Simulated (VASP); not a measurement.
# LiAl32 (a cell with a defect) in VASP: single point with LDA

Aim: the single point of LiAl32 (a cell with a defect) with LDA.

All numbers are computed with VASP 6.6.1; they aren't measurements. Logs are shortened: lines on timing, memory, paths and dates and some standing lists are left out, and cuts for length are marked.

## Step 1: The cell of the first run

The cell holds a defect, 33 atoms: a = 8.100 Å, b = 8.100 Å, c = 8.100 Å, α = 90.00°, β = 90.00°, γ = 90.00°.

## Step 2: Single point, LDA

Input file INCAR:

```
PREC     = Accurate       # precision mode
ENCUT    = 520            # plane-wave cutoff, eV
EDIFF    = 1E-7           # SCF threshold, eV
ISMEAR   = 0              # smearing method
SIGMA    = 0.15           # smearing width, eV
LREAL    = Auto         
LASPH    = True           # aspherical terms in the spheres
NELM     = 80             # most SCF steps
ALGO     = Normal         # electronic algorithm
ISIF     = 2              # what is computed and relaxed
LWAVE    = False          # write WAVECAR
LCHARG   = False          # write CHGCAR
GGA      = CA             # functional
NBANDS   = 72             # bands
```

Input file KPOINTS:

```
Automatic mesh
0
Gamma
  3 3 3
```

Input file POSCAR:

```
LiAl32
1.0
    8.1000000000      0.0000000000      0.0000000000
    0.0000000000      8.1000000000      0.0000000000
    0.0000000000      0.0000000000      8.1000000000
Al Li
32 1
Direct
    0.4448112346      0.0029956790     -0.0001241975
    0.7538509877      0.2828448148     -0.0000874074
    0.7545565432      0.0026177778      0.2904117284
    0.0280122222      0.0018217284     -0.0000722222
    0.2459046914      0.2617002469      0.0000008642
    0.4905690123      0.4979196296     -0.0000020988
    0.7550149383      0.7016660494     -0.0001203704
    0.2461440741      0.0000306173      0.2613124691
    0.5023367901      0.2465740741      0.2470432099
    0.7500901235      0.4977649383      0.2606727160
    0.4908887654      0.0000837037      0.5000862963
    0.7500227160      0.2607939506      0.5000998765
    0.7545058025      0.0025853086      0.7102261728
    0.0112662963      0.4975067901      0.0000013580
    0.2463113580      0.7392817284     -0.0000014815
    0.0012490123      0.2514207407      0.2516259259
    0.2528333333      0.5016053086      0.2536969136
    0.5059301235      0.7562708642      0.2432058025
    0.0109780247     -0.0000208642      0.5001043210
    0.2526038272      0.2544382716      0.4999422222
    0.4977429630      0.5017550617      0.4999270370
    0.7501539506      0.7402596296      0.5000882716
    0.2461256790      0.0000274074      0.7386486420
    0.5022162963      0.2467117284      0.7528624691
    0.7500840741      0.4977530864      0.7392861728
   -0.0012835802      0.7503766667      0.2493479012
    0.0049098765      0.5013502469      0.4999465432
    0.2529870370      0.7470630864      0.4999288889
    0.0013323457      0.2515002469      0.7483146914
    0.2528155556      0.5015924691      0.7462417284
    0.5057507407      0.7560871605      0.7566541975
   -0.0011651852      0.7502760494      0.7505724691
   -0.2690960494      0.9890653086      0.0004525926
```

Potentials or basis: VASP PAW LDA potentials, release 64 (Al, Li_sv).

Launch:

```sh
$ cat potpaw_LDA.64/Al/POTCAR potpaw_LDA.64/Li_sv/POTCAR > POTCAR
$ mpirun -np 1 vasp_std > vasp.out
```

OUTCAR:

```text
PREC = Accurate
   ENCUT = 520
   EDIFF = 1E-7
   ISMEAR = 0
   LREAL = Auto
   LASPH = True
   NELM = 80
   ISIF = 2
   GGA = CA

 ion  position               nearest neighbor table
   1  0.445  0.003  1.000-  33 2.32   5 2.64  23 2.66   8 2.66  15 2.67  24 2.85   9 2.85  18 2.85
                            31 2.85
   2  0.754  0.283  1.000-  33 2.39  14 2.71  25 2.74  10 2.74   6 2.75  29 2.87  16 2.87   9 2.87
                            24 2.87   4 3.18  13 3.26   3 3.27
   3  0.755  0.003  0.290-  33 2.36  19 2.68  12 2.69  22 2.72  11 2.73  16 2.86  18 2.86  26 2.86
                             9 2.86   4 3.23   2 3.27
   4  0.028  0.002  1.000-  33 2.41   5 2.75  23 2.76   8 2.76  15 2.77  26 2.88  32 2.88  29 2.88
                            16 2.88   2 3.18  13 3.23   3 3.23   7 3.29
   5  0.246  0.262  0.000-   1 2.64  14 2.69   4 2.75   6 2.75  17 2.83  30 2.83  29 2.84  16 2.84
                            24 2.89   9 2.89   8 3.00  23 3.00
   6  0.491  0.498  1.000-   7 2.70   2 2.75   5 2.75  15 2.78  17 2.82  30 2.82  24 2.86   9 2.86
                            31 2.88  18 2.88  10 2.98  25 2.98
   7  0.755  0.702  1.000-  33 2.34  14 2.65  25 2.68  10 2.68   6 2.70  32 2.85  26 2.85  18 2.85
                            31 2.86   4 3.29
   8  0.246  0.000  0.261-   1 2.66  19 2.71   4 2.76  11 2.77  28 2.82  20 2.83  16 2.84  26 2.85
                             9 2.88  18 2.89  15 2.99   5 3.00
   9  0.502  0.247  0.247-   1 2.85   6 2.86  10 2.86  11 2.86   3 2.86  12 2.87   2 2.87  20 2.88
                             8 2.88   5 2.89  17 2.89  21 2.91
  10  0.750  0.498  0.261-   7 2.68  12 2.73   2 2.74  22 2.76  21 2.82  27 2.83  16 2.85   9 2.86
                            26 2.87  18 2.88   6 2.98  14 2.99
  11  0.491  0.000  0.500-   3 2.73  13 2.73  23 2.77   8 2.77  28 2.81  20 2.82  24 2.86   9 2.86
                            31 2.87  18 2.87  22 2.97  12 2.98
  12  0.750  0.261  0.500-   3 2.69  13 2.70  25 2.73  10 2.73  21 2.83  27 2.84  29 2.86  16 2.86
                            24 2.87   9 2.87  11 2.98  19 2.99
  13  0.755  0.003  0.710-  33 2.36  19 2.69  12 2.70  22 2.72  11 2.73  29 2.86  31 2.86  32 2.86
[... 24 lines left out ...]
                            32 2.87  31 2.88   6 2.98  14 2.99
  26  0.999  0.750  0.249-  15 2.85   8 2.85   7 2.85  22 2.86  27 2.86   3 2.86  19 2.87  10 2.87
                            14 2.88   4 2.88  17 2.88  28 2.89
  27  0.005  0.501  0.500-  28 2.83  22 2.83  17 2.83  30 2.83  10 2.83  25 2.83  20 2.83  12 2.84
                            29 2.85  16 2.85  32 2.86  26 2.86
  28  0.253  0.747  0.500-  21 2.81  11 2.81  17 2.82  30 2.82   8 2.82  23 2.82  27 2.83  19 2.84
                            32 2.89  26 2.89  31 2.92  18 2.92
  29  0.001  0.252  0.748-  23 2.84   5 2.84  25 2.85  14 2.85  27 2.85  13 2.86  20 2.86  12 2.86
                            19 2.86   2 2.87  30 2.87   4 2.88
  30  0.253  0.502  0.746-  21 2.81  28 2.82  15 2.82   6 2.82  20 2.83   5 2.83  27 2.83  14 2.84
                            29 2.87  32 2.88  24 2.89  31 2.91
  31  0.506  0.756  0.757-   1 2.85   7 2.86  13 2.86  11 2.87  22 2.87   6 2.88  25 2.88  15 2.88
                            23 2.89  30 2.91  28 2.92  21 2.93
  32  0.999  0.750  0.751-  15 2.85  23 2.85   7 2.85  22 2.86  27 2.86  13 2.86  19 2.87  25 2.87
                            14 2.88   4 2.88  30 2.88  28 2.89
  33  0.731  0.989  0.000-   1 2.32   7 2.34   3 2.36  13 2.36   2 2.39   4 2.41

  LATTYP: Found a simple cubic cell.
 ALAT       =     8.1000000000

  Lattice vectors:

 A1 = (   8.1000000000,   0.0000000000,   0.0000000000)
 A2 = (   0.0000000000,   8.1000000000,   0.0000000000)
 A3 = (   0.0000000000,   0.0000000000,   8.1000000000)

Analysis of symmetry for initial positions (statically):
=====================================================================
 Subroutine PRICEL returns:
 Original cell was already a primitive cell.

 Routine SETGRP: Setting up the symmetry group for a
 simple cubic supercell.

 Subroutine GETGRP returns: Found  1 space group operations
 (whereof  1 operations were pure point group operations)
 out of a pool of 48 trial point group operations.

The static configuration has the point symmetry C_1 .

Analysis of symmetry for dynamics (positions and initial velocities):
=====================================================================
 Subroutine PRICEL returns:
 Original cell was already a primitive cell.

 Routine SETGRP: Setting up the symmetry group for a
 simple cubic supercell.

 Subroutine GETGRP returns: Found  1 space group operations
 (whereof  1 operations were pure point group operations)
 out of a pool of 48 trial point group operations.

The dynamic configuration has the point symmetry C_1 .

 Subroutine INISYM returns: Found  1 space group operations
 (whereof  1 operations are pure point group operations),
 and found     1 'primitive' translations

[... 107 lines left out ...]
 ===========================================

 Found     14 irreducible k-points:

 Following reciprocal coordinates:
            Coordinates               Weight
  0.000000  0.000000  0.000000      1.000000
  0.333333  0.000000  0.000000      2.000000
  0.000000  0.333333  0.000000      2.000000
  0.000000  0.000000  0.333333      2.000000
  0.333333  0.333333  0.000000      2.000000
  0.000000  0.333333  0.333333      2.000000
  0.333333  0.000000  0.333333      2.000000
 -0.333333  0.333333  0.000000      2.000000
 -0.333333  0.000000  0.333333      2.000000
  0.000000 -0.333333  0.333333      2.000000
  0.333333  0.333333  0.333333      2.000000
 -0.333333  0.333333  0.333333      2.000000
 -0.333333 -0.333333  0.333333      2.000000
  0.333333 -0.333333  0.333333      2.000000
   k-points           NKPTS =     14   k-points in BZ     NKDIM =     14   number of bands    NBANDS=     72
   number of dos      NEDOS =    301   number of ions     NIONS =     33
   total plane-waves  NPLWV = 216000
   dimension x,y,z NGX =    60 NGY =   60 NGZ =   60
   dimension x,y,z NGXF=   120 NGYF=  120 NGZF=  120
   ions per type =              32   1
   NGX,Y,Z   is equivalent  to a cutoff of  12.31, 12.31, 12.31 a.u.
   NGXF,Y,Z  is equivalent  to a cutoff of  24.63, 24.63, 24.63 a.u.
 SYSTEM =  unknown system
   PREC   = accura    normal or accurate (medium, high low for compatibility)
   ISTART =      0    job   : 0-new  1-cont  2-samecut
   ICHARG =      2    charge: 1-file 2-atom 10-const
   ISPIN  =      1    spin polarized calculation?
   LNONCOLLINEAR =      F non collinear calculations
   LSORBIT =      F    spin-orbit coupling
   LASPH  =      T    aspherical Exc in radial PAW
   ENCUT  =  520.0 eV  38.22 Ry    6.18 a.u.  15.06 15.06 15.06*2*pi/ulx,y,z
   NELM   =     80;   NELMIN=  2; NELMDL= -5     # of ELM steps
   EDIFF  = 0.1E-06   stopping-criterion for ELM
   LREAL  =      T    real-space projection
   EDIFFG = 0.1E-05   stopping-criterion for IOM
   NSW    =      0    number of steps for IOM
   IBRION =     -1    ionic relax: 0-MD 1-quasi-New 2-CG
   NFREE  =      0    steps in history (QN), initial steepest desc. (CG)
   ISIF   =      2    stress and relaxation
   ISYM   =      2    0-nonsym 1-usesym 2-fastsym
   POTIM  = 0.5000    time-step for ionic-motion
   TEBEG  =    0.0;   TEEND  =   0.0 temperature during run
   PSTRESS=    0.0 pullay stress
   NELECT =      99.0000    total number of electrons
   NUPDOWN=      -1.0000    fix difference up-down
   EMIN   =  10.00;   EMAX   =-10.00  energy-range for DOS
   EFERMI =   0.00;   METHOD = LEGACY
   ISMEAR =     0;   SIGMA  =   0.15  broadening in eV -4-tet -1-fermi 0-gaus
   EFERMI_NEDOS =   21; number of points for ismear=-14 and -15
   IALGO  =     38    algorithm
   IMIX   =      4    mixing-type and parameters
     AMIX     =   0.40;   BMIX     =  1.00
     AMIX_MAG =   1.60;   BMIX_MAG =  1.00
  volume/ion in A,a.u.               =      16.10       108.68
  Fermi-wavevector in a.u.,A,eV,Ry     =   0.934978  1.766853 11.894002  0.874184
  Thomas-Fermi vector in A             =   2.061839
   LORBIT       =      0    0 simple, 1 ext, 2 COOP (PROOUT), +10 PAW based schemes
   GGA     = CA    functional components
   LHFCALC =     F    Hartree Fock is set to
   AEXX    =    0.0000 exact exchange contribution
   IVDW    =     0    specifies the selected vdW correction
   LEPSILON=     F    determine dielectric tensor
   LRPA    =     F    only Hartree local field effects (RPA)
 non-spin polarized calculation
 Gauss-broadening in eV      SIGMA  =   0.15
  energy-cutoff  :      520.00
  volume of cell :      531.44
 maximum number of plane-waves:     14358
   NGX = 31   NGY = 31   NGZ = 31

 number of electron      99.0000001 magnetization

 Free energy of the ion-electron system (eV)
  ---------------------------------------------------
  ext. energy  EPLUGINS =         0.00000000
  ---------------------------------------------------
  free energy    TOTEN  =      -135.14752632 eV

  energy without entropy =     -135.04665381  energy(sigma->0) =     -135.09709007

 E-fermi :   7.7394     XC(G=0): -10.3631

 val. band max:        7.7375546601   @ k =   0.3333   0.0000   0.0000
 cond. band min:       7.7716954676   @ k =   0.3333   0.0000   0.0000
 fundamental gap:      0.0341408075
 Fermi energy:         7.7394483952

 k-point     1 :       0.0000    0.0000    0.0000
  band No.  band energies     occupation
      1     -37.2586      2.00000
      2      -3.3074      2.00000
      3      -1.3103      2.00000
      4      -1.3057      2.00000
      5      -1.0236      2.00000
      6      -1.0236      2.00000
[... 885 lines left out ...]
     60       9.4842      0.00000
     61       9.6058      0.00000
 [bands above 61 left out]

------------------------ aborting loop because EDIFF is reached ----------------------------------------

  FORCE on cell =-STRESS in cart. coord.  units (eV):
  Direction    XX          YY          ZZ          XY          YZ          ZX
  --------------------------------------------------------------------------------------
  -------------------------------------------------------------------------------------
  Total       -1.5450412     -1.5138612     -1.4976433     -0.2287198      0.0057024      0.0078007
  in kB       -4.6579583     -4.5639573     -4.5150641     -0.6895396      0.0171915      0.0235175
  external PRESSURE =      -4.5789932 kB  Pullay stress =       0.0000000 kB

 VOLUME and BASIS-vectors are now :
 -----------------------------------------------------------------------------
  energy-cutoff  :      520.00
  volume of cell :      531.44
      direct lattice vectors                 reciprocal lattice vectors
     8.100000000  0.000000000  0.000000000     0.123456790  0.000000000  0.000000000
     0.000000000  8.100000000  0.000000000     0.000000000  0.123456790  0.000000000
     0.000000000  0.000000000  8.100000000     0.000000000  0.000000000  0.123456790

 POSITION                                       TOTAL-FORCE (eV/Angst)
 -----------------------------------------------------------------------------------
      3.60297      0.02426      8.09899         0.014503     -0.000714      0.000073
      6.10619      2.29104      8.09929        -0.000685     -0.007824      0.000384
      6.11191      0.02120      2.35234        -0.000753     -0.000597     -0.009794
      0.22690      0.01476      8.09942        -0.007088      0.000521      0.000081
      1.99183      2.11977      0.00001         0.000548     -0.000327     -0.000020
      3.97361      4.03315      8.09998         0.003020      0.000742     -0.000061
[... 25 lines left out ...]
      8.09056      6.07724      6.07964        -0.001496      0.002279      0.001873
      5.92032      8.01143      0.00367         0.007906      0.007263      0.001747
 -----------------------------------------------------------------------------------
    total drift:                               -0.005440     -0.000625      0.001167

  FREE ENERGIE OF THE ION-ELECTRON SYSTEM (eV)
  ---------------------------------------------------
  free  energy   TOTEN  =      -135.1475263234 eV

  energy  without entropy=     -135.0466538095  energy(sigma->0) =     -135.09709007
```

It took 4.6 min on 1 thread of Intel Xeon 6975P-C (Granite Rapids), shared host; peak memory 0.57 GiB.

What came out:

* Free energy: -135.1475 eV
* Largest force: 0.015 eV/Å
* Band gap on the k mesh: zero (an odd number of electrons rules out a gap without spin polarisation)

Forces in eV/Å, atoms in the order of the input:
```
Al   0.015 -0.001  0.000
Al  -0.001 -0.008  0.000
Al  -0.001 -0.001 -0.010
Al  -0.007  0.001  0.000
Al   0.001  0.000  0.000
Al   0.003  0.001  0.000
Al   0.001  0.014  0.000
Al  -0.001  0.000 -0.002
Al   0.002 -0.005 -0.003
Al   0.000  0.000 -0.002
Al   0.003  0.000  0.000
Al   0.000 -0.003 -0.001
Al   0.000 -0.001  0.009
Al   0.000  0.002  0.000
Al  -0.003  0.002  0.000
Al  -0.006 -0.006 -0.005
Al  -0.002 -0.002 -0.005
Al   0.002  0.002 -0.003
Al  -0.002  0.000  0.000
Al  -0.001 -0.007  0.000
Al   0.006 -0.002  0.000
Al   0.000  0.003  0.000
Al   0.000  0.000  0.001
Al   0.002 -0.004  0.003
Al   0.000  0.000  0.001
Al  -0.001  0.002 -0.002
Al  -0.007  0.001  0.000
Al  -0.002  0.006  0.000
Al  -0.006 -0.006  0.005
Al  -0.003 -0.002  0.005
Al   0.003  0.003  0.003
Al  -0.001  0.002  0.002
Li   0.008  0.007  0.002
```

Caveat: the cutoff is under 1.25 times the usual one of these potentials, so pressure, stress and relaxed cells hold a basis-set (Pulay) error.

The gap in the log of VASP goes by the Fermi energy; the results here count the filled bands.